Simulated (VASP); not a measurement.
# Cl (Cmce) in VASP: a series of runs

The runs below take Cl through single point, with PBE, r2SCAN.

Everything below comes from runs of VASP 6.6.1. Logs are shortened: lines on timing, memory, paths and dates and some standing lists are left out, and cuts for length are marked.

## 1. The cell of the first run

It takes space group Cmce (No. 64, orthorhombic). Conventional cell: a = 6.190 Å, b = 3.976 Å, c = 8.186 Å, α = 90.00°, β = 90.00°, γ = 90.00°. Cl (site symmetry m) has 1 Cl at 2.02 Å within 2.7 Å.

## 2. Single point, PBE (epitaxial xy strain -1.0%)

The input, INCAR:

```
SYSTEM = Cl
PREC = Accurate
ENCUT = 520
EDIFF = 1E-6
ISMEAR = -1
SIGMA = 0.02
LREAL = .FALSE.
LASPH = .TRUE.
NELM = 60
ALGO = Normal
ISIF = 2
LWAVE = .FALSE.
LCHARG = .FALSE.
GGA = PE
NBANDS = 22
```

The input, KPOINTS:

```
Automatic mesh
0
G
  8 8 4
  0 0 0
```

The input, POSCAR:

```
Cl
1.0
    3.0952346997     -1.9879756119      0.0000000000
    3.0952346997      1.9879756119      0.0000000000
    0.0000000000      0.0000000000      8.1856635298
Cl
4
Direct
    0.8765148435      0.1234851565      0.6075180944
    0.1234851565      0.8765148435      0.3924819056
    0.6234851565      0.3765148435      0.1075180944
    0.3765148435      0.6234851565      0.8924819056
```

Potentials or basis: VASP PAW PBE potentials, release 64 (Cl).

Run with:

```sh
cat potpaw_PBE.64/Cl/POTCAR > POTCAR
mpirun -np 1 vasp_std > vasp.out
```

OUTCAR:

```text
SYSTEM = Cl
   PREC = Accurate
   ENCUT = 520
   EDIFF = 1E-6
   ISMEAR = -1
   LREAL = .FALSE.
   LASPH = .TRUE.
   NELM = 60
   ISIF = 2
   GGA = PE

 ion  position               nearest neighbor table
   1  0.877  0.123  0.608-   2 2.02
   2  0.123  0.877  0.392-   1 2.02
   3  0.623  0.377  0.108-   4 2.02
   4  0.377  0.623  0.892-   3 2.02

  LATTYP: Found a base centered orthorhombic cell.
 ALAT       =     3.9759512238
 B/A-ratio  =     1.5569782049
 C/A-ratio  =     2.0587937500

  Lattice vectors:

 A1 = (  -3.0952346997,  -1.9879756119,   0.0000000000)
 A2 = (   3.0952346997,  -1.9879756119,   0.0000000000)
 A3 = (   0.0000000000,   0.0000000000,   8.1856635298)

Analysis of symmetry for initial positions (statically):
=====================================================================
 Subroutine PRICEL returns:
 Original cell was already a primitive cell.

 Routine SETGRP: Setting up the symmetry group for a
 base centered orthorhombic supercell.

 Subroutine GETGRP returns: Found  8 space group operations
 (whereof  4 operations were pure point group operations)
 out of a pool of  8 trial point group operations.

The static configuration has the point symmetry C_2h.
 The point group associated with its full space group is D_2h.

Analysis of symmetry for dynamics (positions and initial velocities):
=====================================================================
 Subroutine PRICEL returns:
 Original cell was already a primitive cell.

 Routine SETGRP: Setting up the symmetry group for a
 base centered orthorhombic supercell.

 Subroutine GETGRP returns: Found  8 space group operations
 (whereof  4 operations were pure point group operations)
 out of a pool of  8 trial point group operations.

The dynamic configuration has the point symmetry C_2h.
 The point group associated with its full space group is D_2h.

 Subroutine INISYM returns: Found  8 space group operations
 (whereof  4 operations are pure point group operations),
 and found     1 'primitive' translations

----------------------------------------------------------------------------------------

                                     Primitive cell

  volume of cell :     100.7369

  direct lattice vectors                    reciprocal lattice vectors
     3.095234700 -1.987975612  0.000000000     0.161538639 -0.251512140  0.000000000
     3.095234700  1.987975612  0.000000000     0.161538639  0.251512140  0.000000000
     0.000000000  0.000000000  8.185663530     0.000000000  0.000000000  0.122164806

  length of vectors
     3.678658027  3.678658027  8.185663530     0.298919869  0.298919869  0.122164806

  position of ions in fractional coordinates (direct lattice)
     0.876514843  0.123485157  0.607518094
     0.123485157  0.876514843  0.392481906
     0.623485157  0.376514843  0.107518094
     0.376514843  0.623485157  0.892481906

  ion indices of the primitive-cell ions
   primitive index   ion index
                 1           1
                 2           2
                 3           3
                 4           4

----------------------------------------------------------------------------------------

 KPOINTS: Automatic mesh

Automatic generation of k-mesh.
 Grid dimensions read from file:
 generate k-points for:    8    8    4

 Generating k-lattice:

  Cartesian coordinates                     Fractional coordinates (reciprocal lattice)
     0.020192330 -0.031439017  0.000000000     0.125000000  0.000000000  0.000000000
     0.020192330  0.031439017  0.000000000     0.000000000  0.125000000  0.000000000
     0.000000000  0.000000000  0.030541202     0.000000000  0.000000000  0.250000000

  Length of vectors
     0.037364984  0.037364984  0.030541202

  Shift w.r.t. Gamma in fractional coordinates (k-lattice)
     0.000000000  0.000000000  0.000000000

 Subroutine IBZKPT returns following result:
 ===========================================

 Found     63 irreducible k-points:

 Following reciprocal coordinates:
            Coordinates               Weight
  0.000000  0.000000  0.000000      1.000000
  0.125000 -0.000000  0.000000      4.000000
  0.250000 -0.000000  0.000000      4.000000
  0.375000  0.000000  0.000000      4.000000
  0.500000 -0.000000  0.000000      2.000000
  0.125000  0.125000  0.000000      2.000000
[... 16 lines left out ...]
  0.125000 -0.000000  0.250000      8.000000
  0.250000 -0.000000  0.250000      8.000000
 [... further k-points ...]
   k-points           NKPTS =     63   k-points in BZ     NKDIM =     63   number of bands    NBANDS=     22
   number of dos      NEDOS =    301   number of ions     NIONS =      4
   total plane-waves  NPLWV =  50176
   dimension x,y,z NGX =    28 NGY =   28 NGZ =   64
   dimension x,y,z NGXF=    56 NGYF=   56 NGZF=  128
   ions per type =               4
   NGX,Y,Z   is equivalent  to a cutoff of  12.65, 12.65, 13.00 a.u.
   NGXF,Y,Z  is equivalent  to a cutoff of  25.31, 25.31, 26.00 a.u.
 SYSTEM =  Cl
   PREC   = accura    normal or accurate (medium, high low for compatibility)
   ISTART =      0    job   : 0-new  1-cont  2-samecut
   ICHARG =      2    charge: 1-file 2-atom 10-const
   ISPIN  =      1    spin polarized calculation?
   LNONCOLLINEAR =      F non collinear calculations
   LSORBIT =      F    spin-orbit coupling
   LASPH  =      T    aspherical Exc in radial PAW
   ENCUT  =  520.0 eV  38.22 Ry    6.18 a.u.   6.84  6.84 15.22*2*pi/ulx,y,z
   NELM   =     60;   NELMIN=  2; NELMDL= -5     # of ELM steps
   EDIFF  = 0.1E-05   stopping-criterion for ELM
   LREAL  =      F    real-space projection
   EDIFFG = 0.1E-04   stopping-criterion for IOM
   NSW    =      0    number of steps for IOM
   IBRION =     -1    ionic relax: 0-MD 1-quasi-New 2-CG
   NFREE  =      0    steps in history (QN), initial steepest desc. (CG)
   ISIF   =      2    stress and relaxation
   ISYM   =      2    0-nonsym 1-usesym 2-fastsym
   POTIM  = 0.5000    time-step for ionic-motion
   TEBEG  =    0.0;   TEEND  =   0.0 temperature during run
   PSTRESS=    0.0 pullay stress
   NELECT =      28.0000    total number of electrons
   NUPDOWN=      -1.0000    fix difference up-down
   EMIN   =  10.00;   EMAX   =-10.00  energy-range for DOS
   EFERMI =   0.00;   METHOD = LEGACY
   ISMEAR =    -1;   SIGMA  =   0.02  broadening in eV -4-tet -1-fermi 0-gaus
   EFERMI_NEDOS =   21; number of points for ismear=-14 and -15
   IALGO  =     38    algorithm
   IMIX   =      4    mixing-type and parameters
     AMIX     =   0.40;   BMIX     =  1.00
     AMIX_MAG =   1.60;   BMIX_MAG =  1.00
  volume/ion in A,a.u.               =      25.18       169.95
  Fermi-wavevector in a.u.,A,eV,Ry     =   1.068394  2.018971 15.530577  1.141465
  Thomas-Fermi vector in A             =   2.204040
   LORBIT       =      0    0 simple, 1 ext, 2 COOP (PROOUT), +10 PAW based schemes
   GGA     = PE    functional components
   LHFCALC =     F    Hartree Fock is set to
   AEXX    =    0.0000 exact exchange contribution
   IVDW    =     0    specifies the selected vdW correction
   LEPSILON=     F    determine dielectric tensor
   LRPA    =     F    only Hartree local field effects (RPA)
 non-spin polarized calculation
  energy-cutoff  :      520.00
  volume of cell :      100.74
 maximum number of plane-waves:      2736
   NGX = 13   NGY = 13   NGZ = 31

 number of electron      28.0000006 magnetization

 Free energy of the ion-electron system (eV)
  ---------------------------------------------------
  ext. energy  EPLUGINS =         0.00000000
  ---------------------------------------------------
  free energy    TOTEN  =        -7.21694289 eV

  energy without entropy =       -7.21694289  energy(sigma->0) =       -7.21694289

 E-fermi :   1.0732     XC(G=0):  -8.4094

 val. band max:        0.6134655932   @ k =   0.0000   0.0000   0.0000
 cond. band min:       2.7978891019   @ k =   0.0000   0.0000   0.0000
 fundamental gap:      2.1844235087
 Fermi energy:         1.0731935587

 k-point     1 :       0.0000    0.0000    0.0000
  band No.  band energies     occupation
      1     -16.3684      2.00000
      2     -16.0139      2.00000
      3     -12.5585      2.00000
      4     -11.5497      2.00000
      5      -5.3030      2.00000
      6      -3.7594      2.00000
[... 14 lines left out ...]
     21      11.4140      0.00000
     22      11.4838      0.00000

 k-point     2 :       0.1250   -0.0000    0.0000
  band No.  band energies     occupation
      1     -16.3213      2.00000
      2     -15.9902      2.00000
      3     -12.5140      2.00000
      4     -11.5844      2.00000
      5      -5.2846      2.00000
      6      -3.8434      2.00000
[... 14 lines left out ...]
     21      11.0224      0.00000
     22      11.5163      0.00000

 k-point     3 :       0.2500   -0.0000    0.0000
  band No.  band energies     occupation
      1     -16.1979      2.00000
      2     -15.9375      2.00000
      3     -12.3927      2.00000
      4     -11.6867      2.00000
      5      -5.2354      2.00000
      6      -4.1108      2.00000
[... 14 lines left out ...]
     21      10.9530      0.00000
     22      11.6422      0.00000

 k-point     4 :       0.3750    0.0000    0.0000
  band No.  band energies     occupation
      1     -16.0483      2.00000
      2     -15.9033      2.00000
      3     -12.2227      2.00000
      4     -11.8448      2.00000
      5      -5.1363      2.00000
      6      -4.5284      2.00000
[... 14 lines left out ...]
     21      11.3662      0.00000
     22      12.4899      0.00000

 k-point     5 :       0.5000   -0.0000    0.0000
  band No.  band energies     occupation
      1     -15.9364      2.00000
      2     -15.9364      2.00000
      3     -12.0324      2.00000
      4     -12.0324      2.00000
      5      -4.9118      2.00000
      6      -4.9118      2.00000
[... 14 lines left out ...]
     21      12.0681      0.00000
     22      12.0681      0.00000

 k-point     6 :       0.1250    0.1250    0.0000
  band No.  band energies     occupation
      1     -16.3241      2.00000
      2     -15.9794      2.00000
      3     -12.5145      2.00000
      4     -11.5395      2.00000
      5      -5.2678      2.00000
      6      -3.7859      2.00000
[... 14 lines left out ...]
     21      11.4991      0.00000
     22      11.7370      0.00000

 k-point     7 :       0.2500    0.1250    0.0000
  band No.  band energies     occupation
      1     -16.2429      2.00000
      2     -15.9312      2.00000
      3     -12.4359      2.00000
      4     -11.5709      2.00000
      5      -5.2223      2.00000
      6      -3.8974      2.00000
[... 324 lines left out ...]
      6      -4.3246      2.00000
[... 14 lines left out ...]
     21      11.3989      0.00000
     22      11.8631      0.00000

 k-point    21 :       0.5000    0.5000    0.0000
  band No.  band energies     occupation
      1     -16.0504      2.00000
      2     -15.7697      2.00000
      3     -12.2441      2.00000
      4     -11.4807      2.00000
      5      -4.9923      2.00000
      6      -3.9349      2.00000
[... 14 lines left out ...]
     21      11.7961      0.00000
     22      12.7467      0.00000

 k-point    22 :       0.0000    0.0000    0.2500
  band No.  band energies     occupation
      1     -16.3232      2.00000
      2     -16.0740      2.00000
      3     -12.4148      2.00000
      4     -11.7055      2.00000
      5      -5.0955      2.00000
      6      -4.0311      2.00000
[... 14 lines left out ...]
     21      11.3162      0.00000
     22      11.3465      0.00000

 k-point    23 :       0.1250   -0.0000    0.2500
  band No.  band energies     occupation
      1     -16.2787      2.00000
      2     -16.0457      2.00000
      3     -12.3811      2.00000
      4     -11.7270      2.00000
      5      -5.0934      2.00000
      6      -4.0982      2.00000
[... 14 lines left out ...]
     21      11.0634      0.00000
     22      11.3831      0.00000

 k-point    24 :       0.2500   -0.0000    0.2500
  band No.  band energies     occupation
      1     -16.1634      2.00000
      2     -15.9799      2.00000
      3     -12.2912      2.00000
      4     -11.7934      2.00000
      5      -5.0784      2.00000
      6      -4.2759      2.00000
[... 14 lines left out ...]
     21      11.0608      0.00000
     22      11.2957      0.00000

 [... further k-points ...]

------------------------ aborting loop because EDIFF is reached ----------------------------------------

  FORCE on cell =-STRESS in cart. coord.  units (eV):
  Direction    XX          YY          ZZ          XY          YZ          ZX
  --------------------------------------------------------------------------------------
  -------------------------------------------------------------------------------------
  Total        1.5712002      1.2699376      0.9422302      0.0000000     -0.0000000      0.0000000
  in kB       24.9892713     20.1978177     14.9857704      0.0000000     -0.0000000      0.0000000
  external PRESSURE =      20.0576198 kB  Pullay stress =       0.0000000 kB

 VOLUME and BASIS-vectors are now :
 -----------------------------------------------------------------------------
  energy-cutoff  :      520.00
  volume of cell :      100.74
      direct lattice vectors                 reciprocal lattice vectors
     3.095234700 -1.987975612  0.000000000     0.161538639 -0.251512140  0.000000000
     3.095234700  1.987975612  0.000000000     0.161538639  0.251512140  0.000000000
     0.000000000  0.000000000  8.185663530     0.000000000  0.000000000  0.122164806

 POSITION                                       TOTAL-FORCE (eV/Angst)
 -----------------------------------------------------------------------------------
      3.09523     -1.49700      4.97294         0.000000     -0.006174      0.039410
      3.09523      1.49700      3.21272         0.000000      0.006174     -0.039410
      3.09523     -0.49097      0.88011         0.000000      0.006174      0.039410
      3.09523      0.49097      7.30556         0.000000     -0.006174     -0.039410
 -----------------------------------------------------------------------------------
    total drift:                                0.000000      0.000000      0.000000

  FREE ENERGIE OF THE ION-ELECTRON SYSTEM (eV)
  ---------------------------------------------------
  free  energy   TOTEN  =        -7.2169428903 eV

  energy  without entropy=       -7.2169428903  energy(sigma->0) =       -7.21694289
```

Wall time 3.1 min (1 thread of Oxide Virtual Turin-like, shared host); peak memory 0.22 GiB.

Results:

```yaml
Free_energy: -7.2169 eV
Pressure: 2.0 GPa
Largest_force: 0.040 eV/Å
Band_gap_on_the_k_mesh: 2.18 eV
```

Forces on the atoms (eV/Å):
```
Cl   0.000 -0.006  0.039
Cl   0.000  0.006 -0.039
Cl   0.000  0.006  0.039
Cl   0.000 -0.006 -0.039
```

Stress tensor (GPa, compression positive):
```
2.50 0.00 0.00
0.00 2.02 0.00
0.00 0.00 1.50
```

Levels at points of the mesh, in eV from the valence-band top:
```csv
k point,band 10,band 11,band 12,band 13,band 14,band 15,band 16,band 17,band 18,band 19
"(0.00, 0.00, 0.00)",-2.15,-0.98,-0.46,-0.11,0.00,2.18,3.23,7.08,7.18,8.46
"(0.50, 0.00, 0.00)",-2.61,-1.06,-1.06,-0.32,-0.32,2.96,2.96,8.00,8.00,10.29
"(0.50, 0.50, 0.00)",-2.78,-1.70,-1.24,-0.55,-0.34,2.27,2.96,8.23,8.28,8.78
"(0.00, 0.00, 0.50)",-2.21,-0.87,-0.87,-0.05,-0.05,2.65,2.65,7.44,7.44,9.38
"(0.50, 0.00, 0.50)",-2.66,-0.76,-0.76,-0.10,-0.10,2.62,2.62,8.31,8.31,9.69
"(0.50, 0.50, 0.50)",-2.77,-1.02,-1.02,-0.98,-0.98,2.57,2.57,8.85,8.85,9.75
```

Caveat: the cell differs from its parent crystal (epitaxial xy strain -1.0%); this functional lacks dispersion, which holds the molecules together, so the pressure and a relaxed volume are unreliable. A k mesh can miss the band edges.

(Part 1 of 2 ends here.)
